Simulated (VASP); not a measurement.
# Ti2H7 (Fm-3m) in VASP: a series of runs, part 2 of 2

VASP 6.6.1. Earlier steps stand in the parts before.

**3. Relaxation of cell and atoms, PBE**

Contents of INCAR:

```
PREC     = Accurate       # precision mode
ENCUT    = 600            # plane-wave cutoff, eV
EDIFF    = 1E-6           # SCF threshold, eV
ISMEAR   = 0              # smearing method
SIGMA    = 0.1            # smearing width, eV
LREAL    = F              # projectors in reciprocal space
LASPH    = T              # aspherical terms in the spheres
NELM     = 100            # most SCF steps
ALGO     = Normal         # electronic algorithm
ISIF     = 3              # what is computed and relaxed
LWAVE    = F              # write WAVECAR
LCHARG   = F              # write CHGCAR
GGA      = PE             # functional
IBRION   = 2              # ionic algorithm
NSW      = 100            # ionic steps
EDIFFG   = -0.01          # ionic threshold
```

Contents of KPOINTS:

```
Automatic mesh
0
Gamma
  12 12 12
```

Contents of POSCAR:

```
Ti2H7
1.0
    0.0000000000      2.9202903335      2.9202903335
    2.9202903335      0.0000000000      2.9202903335
    2.9202903335      2.9202903335      0.0000000000
Ti H
2 7
Direct
    0.2500000000      0.2500000000      0.2500000000
    0.7500000000      0.7500000000      0.7500000000
    0.2411288476      0.7588711524      0.7588711524
    0.7588711524      0.2411288476      0.2411288476
    0.7588711524      0.2411288476      0.7588711524
    0.2411288476      0.7588711524      0.2411288476
    0.7588711524      0.7588711524      0.2411288476
    0.2411288476      0.2411288476      0.7588711524
    0.5000000000      0.5000000000      0.5000000000
```

Potentials or basis: VASP PAW PBE potentials, release 64 (Ti_sv, H).

Command:

```bash
cat potpaw_PBE.64/Ti_sv/POTCAR potpaw_PBE.64/H/POTCAR > POTCAR
mpirun -np 1 vasp_std > vasp.out
```

It took 48 s on 1 thread of Intel Xeon 6975P-C (Granite Rapids), shared host; peak memory 0.24 GiB.

The run converged. Its results:

```
Free energy                  : -38.1881 eV
Pressure after relaxing      : 0.2 GPa
Largest force after relaxing : 0.009 eV/Å
```

Forces in eV/Å, atoms in the order of the input:
```
Ti   0.000  0.000  0.000
Ti   0.000  0.000  0.000
H    0.009  0.000  0.000
H   -0.009  0.000  0.000
H    0.000  0.009  0.000
H    0.000 -0.009  0.000
H    0.000  0.000  0.009
H    0.000  0.000 -0.009
H    0.000  0.000  0.000
```

Final structure:
```
Ti H
1.0
     0.00000    2.92029    2.92029
     2.92029    0.00000    2.92029
     2.92029    2.92029    0.00000
Ti H
2 7
Direct
  0.25000 0.25000 0.25000
  0.75000 0.75000 0.75000
  0.24113 0.75887 0.75887
  0.75887 0.24113 0.24113
  0.75887 0.24113 0.75887
  0.24113 0.75887 0.24113
  0.75887 0.75887 0.24113
  0.24113 0.24113 0.75887
  0.50000 0.50000 0.50000
```

Levels at points of the mesh, in eV from the Fermi level:
```
           k point  band 12  band 13  band 14  band 15  band 16  band 17  band 18  band 19
(0.00, 0.00, 0.00)    -6.11    -3.92    -3.92    -1.90     2.01     2.01     2.01     2.97
(0.50, 0.00, 0.00)    -4.26    -4.21    -4.21    -0.32     0.27     0.27     0.27     0.27
(0.50, 0.50, 0.00)    -4.73    -4.73    -1.72    -1.43     0.25     0.25     0.72     0.72
```

Caveat: the relaxation stopped at its first step, so nothing moved.

**4. Single point, PBE**

This run uses another cell than the first one, of 5.90 Å³/atom, 1.065 times its volume.

Contents of INCAR:

```
PREC = Accurate
ENCUT = 520
EDIFF = 1E-6
ISMEAR = 0
SIGMA = 0.1
LREAL = F
LASPH = T
NELM = 100
ALGO = Normal
ISIF = 2
LWAVE = F
LCHARG = F
GGA = PE
NBANDS = 26
```

Contents of KPOINTS:

```
regular mesh
0
Gamma
  6 6 6
```

Contents of POSCAR:

```
Ti2H7
1.0
    0.0000000000      2.9837786600      2.9837786600
    2.9837786600      0.0000000000      2.9837786600
    2.9837786600      2.9837786600      0.0000000000
Ti H
2 7
Direct
    0.2500000000      0.2500000000      0.2500000000
    0.7500000000      0.7500000000      0.7500000000
    0.2473200200      0.7526799800      0.7526799800
    0.7526799800      0.2473200200      0.2473200200
    0.7526799800      0.2473200200      0.7526799800
    0.2473200200      0.7526799800      0.2473200200
    0.7526799800      0.7526799800      0.2473200200
    0.2473200200      0.2473200200      0.7526799800
    0.5000000000      0.5000000000      0.5000000000
```

Command:

```bash
cat potpaw_PBE.64/Ti_sv/POTCAR potpaw_PBE.64/H/POTCAR > POTCAR
mpirun -np 1 vasp_std > vasp.out
```

It took 11 s on 1 thread of Intel Xeon 6975P-C (Granite Rapids), shared host; peak memory 0.17 GiB.

It converged, with:

```
Free energy   : -38.1165 eV
Pressure      : -7.7 GPa
Largest force : 0.099 eV/Å
```

Forces in eV/Å, atoms in the order of the input:
```
Ti   0.000  0.000  0.000
Ti   0.000  0.000  0.000
H    0.099  0.000  0.000
H   -0.099  0.000  0.000
H    0.000  0.099  0.000
H    0.000 -0.099  0.000
H    0.000  0.000  0.099
H    0.000  0.000 -0.099
H    0.000  0.000  0.000
```

Levels at points of the mesh, in eV from the Fermi level:
| k point | band 11 | band 12 | band 13 | band 14 | band 15 | band 16 | band 17 | band 18 | band 19 | band 20 |
| --- | --- | --- | --- | --- | --- | --- | --- | --- | --- | --- |
| (0.00, 0.00, 0.00) | -5.78 | -5.78 | -3.67 | -3.67 | -1.73 | 1.88 | 1.88 | 1.88 | 2.75 | 2.75 |
| (0.50, 0.00, 0.00) | -4.17 | -4.17 | -3.90 | -3.90 | -0.26 | 0.29 | 0.29 | 0.30 | 0.30 | 0.32 |
| (0.50, 0.50, 0.00) | -7.10 | -4.62 | -4.62 | -1.60 | -1.28 | 0.30 | 0.30 | 0.65 | 0.72 | 0.72 |

**5. Single point, PBE**

Contents of INCAR:

```
  PREC = Accurate
  ENCUT = 520
  EDIFF = 1E-6
  ISMEAR = 0
  SIGMA = 0.1
  LREAL = F
  LASPH = T
  NELM = 100
  ALGO = Normal
  ISIF = 2
  LWAVE = F
  LCHARG = F
  GGA = PE
  NBANDS = 26
```

Contents of KPOINTS:

```
Automatic mesh
0
Gamma
  6 6 6
```

Contents of POSCAR:

```
Ti2H7
1.0
    0.0000000000      2.9202903335      2.9202903335
    2.9202903335      0.0000000000      2.9202903335
    2.9202903335      2.9202903335      0.0000000000
Ti H
2 7
Direct
    0.2500000000      0.2500000000      0.2500000000
    0.7500000000      0.7500000000      0.7500000000
    0.2411288476      0.7588711524      0.7588711524
    0.7588711524      0.2411288476      0.2411288476
    0.7588711524      0.2411288476      0.7588711524
    0.2411288476      0.7588711524      0.2411288476
    0.7588711524      0.7588711524      0.2411288476
    0.2411288476      0.2411288476      0.7588711524
    0.5000000000      0.5000000000      0.5000000000
```

Command:

```bash
cat potpaw_PBE.64/Ti_sv/POTCAR potpaw_PBE.64/H/POTCAR > POTCAR
mpirun -np 1 vasp_std > vasp.out
```

It took 18 s on 1 thread of Intel Xeon Platinum 8488C (Sapphire Rapids), shared host; peak memory 0.17 GiB.

Results (log left out):

```yaml
Free_energy: -38.2069 eV
Pressure: -0.2 GPa
```

Levels at points of the mesh, in eV from the Fermi level:
```
           k point  band 12  band 13  band 14  band 15  band 16  band 17  band 18  band 19
(0.00, 0.00, 0.00)    -6.09    -3.89    -3.89    -1.91     2.04     2.04     2.04     3.01
(0.50, 0.00, 0.00)    -4.24    -4.20    -4.20    -0.31     0.30     0.30     0.31     0.31
(0.50, 0.50, 0.00)    -4.71    -4.71    -1.69    -1.40     0.29     0.29     0.75     0.76
```

**6. Relaxation of cell and atoms, PBE**

This run uses another cell than the first one, of 5.90 Å³/atom, 1.065 times its volume.

Contents of INCAR:

```
SYSTEM = Ti2H7
ALGO     = Normal         ! electronic algorithm
EDIFF    = 1E-7           ! SCF threshold, eV
EDIFFG   = -0.04          ! ionic threshold
ENCUT    = 600            ! plane-wave cutoff, eV
GGA      = PE             ! functional
IBRION   = 2              ! ionic algorithm
ISIF     = 3              ! what is computed and relaxed
ISMEAR   = 0              ! smearing method
LASPH    = .TRUE.         ! aspherical terms in the spheres
LCHARG   = .FALSE.        ! write CHGCAR
LREAL    = .FALSE.        ! projectors in reciprocal space
LWAVE    = .FALSE.        ! write WAVECAR
NELM     = 100            ! most SCF steps
NSW      = 90             ! ionic steps
PREC     = Accurate       ! precision mode
SIGMA    = 0.1            ! smearing width, eV
```

Contents of KPOINTS:

```
k-points
0
G
  6 6 6
  0 0 0
```

Contents of POSCAR:

```
Ti2H7
1.0
    0.0000000000      2.9837786600      2.9837786600
    2.9837786600      0.0000000000      2.9837786600
    2.9837786600      2.9837786600      0.0000000000
Ti H
2 7
Direct
    0.2500000000      0.2500000000      0.2500000000
    0.7500000000      0.7500000000      0.7500000000
    0.2473200200      0.7526799800      0.7526799800
    0.7526799800      0.2473200200      0.2473200200
    0.7526799800      0.2473200200      0.7526799800
    0.2473200200      0.7526799800      0.2473200200
    0.7526799800      0.7526799800      0.2473200200
    0.2473200200      0.2473200200      0.7526799800
    0.5000000000      0.5000000000      0.5000000000
```

Potentials or basis: VASP PAW PBE potentials, release 64 (Ti_sv, H).

Command:

```bash
cat potpaw_PBE.64/Ti_sv/POTCAR potpaw_PBE.64/H/POTCAR > POTCAR
mpirun -np 1 vasp_std > vasp.out
```

Wall time 1.7 min (1 thread of Intel Xeon Platinum 8488C (Sapphire Rapids), shared host); peak memory 0.21 GiB.

Results (log left out):

```yaml
Free_energy: -38.2106 eV
Relaxed_volume: 5.53 Å³/atom
Relaxed_cell: a = 4.129 Å, b = 4.129 Å, c = 4.129 Å, α = 60.00°, β = 60.00°, γ = 60.00°
Space_group_after_relaxing_to_0.05_Å: Fm-3m (No. 225)
Energy_gained_by_relaxing: 10.3 meV/atom
Ionic_steps: 6
Pressure_after_relaxing: 0.1 GPa
Largest_force_after_relaxing: 0.016 eV/Å
```

Forces in eV/Å, atoms in the order of the input:
```
Ti   0.000  0.000  0.000
Ti   0.000  0.000  0.000
H    0.016  0.000  0.000
H   -0.016  0.000  0.000
H    0.000  0.016  0.000
H    0.000 -0.016  0.000
H    0.000  0.000  0.016
H    0.000  0.000 -0.016
H    0.000  0.000  0.000
```

The path:
| step | energy change (eV) | largest force (eV/Å) | pressure (GPa) | volume (Å³) |
| --- | --- | --- | --- | --- |
| 1 | 0.0000 | 0.0990 | -7.54 | 53.13 |
| 2 | -0.0721 | 0.1060 | -2.83 | 51.02 |
| 3 | -0.0836 | 0.1099 | 0.11 | 49.89 |
| 4 | -0.0836 | 0.1101 | 0.29 | 49.83 |
| 5 | -0.0872 | 0.0856 | 0.23 | 49.82 |
| 6 | -0.0927 | 0.0157 | 0.08 | 49.79 |

Final structure:
```
Ti H
1.0
     0.00000    2.91998    2.91998
     2.91998    0.00000    2.91998
     2.91998    2.91998    0.00000
Ti H
2 7
Direct
  0.25000 0.25000 0.25000
  0.75000 0.75000 0.75000
  0.24185 0.75815 0.75815
  0.75815 0.24185 0.24185
  0.75815 0.24185 0.75815
  0.24185 0.75815 0.24185
  0.75815 0.75815 0.24185
  0.24185 0.24185 0.75815
  0.50000 0.50000 0.50000
```

Levels at points of the mesh, in eV from the Fermi level:
| k point | band 12 | band 13 | band 14 | band 15 | band 16 | band 17 | band 18 | band 19 |
| --- | --- | --- | --- | --- | --- | --- | --- | --- |
| (0.00, 0.00, 0.00) | -6.10 | -3.90 | -3.90 | -1.91 | 2.04 | 2.04 | 2.04 | 3.01 |
| (0.50, 0.00, 0.00) | -4.26 | -4.19 | -4.19 | -0.30 | 0.30 | 0.30 | 0.31 | 0.31 |
| (0.50, 0.50, 0.00) | -4.72 | -4.72 | -1.70 | -1.40 | 0.29 | 0.29 | 0.74 | 0.76 |

**7. Summary**

```tsv
task	cell	k mesh	cutoff (eV)	gap on the mesh (eV)	pressure (GPa)	largest force (eV/Å)
single point	a = 4.132 Å, angles 60.0°, 9 atoms	12 × 12 × 12	520	none	-0.2	-
relaxation of cell and atoms	relaxed from a = 4.130 Å, angles 60.0°, 9 atoms	12 × 12 × 12	600	none	0.2	0.01
single point	a = 4.220 Å, angles 60.0°, 9 atoms	6 × 6 × 6	520	none	-7.7	0.10
single point	a = 4.130 Å, angles 60.0°, 9 atoms	6 × 6 × 6	520	none	-0.2	-
relaxation of cell and atoms	relaxed from a = 4.220 Å, angles 60.0°, 9 atoms	6 × 6 × 6	600	none	0.1	0.02
```

Alike in all rows: level PBE; potentials or basis VASP PAW PBE potentials, release 64 (Ti_sv, H); no spin polarisation; smearing gaussian 0.1 eV.

Caveats: the relaxation stopped at its first step, so nothing moved (some runs).

Total energies depend on the potentials used, so only differences within one code and one set of settings carry meaning.
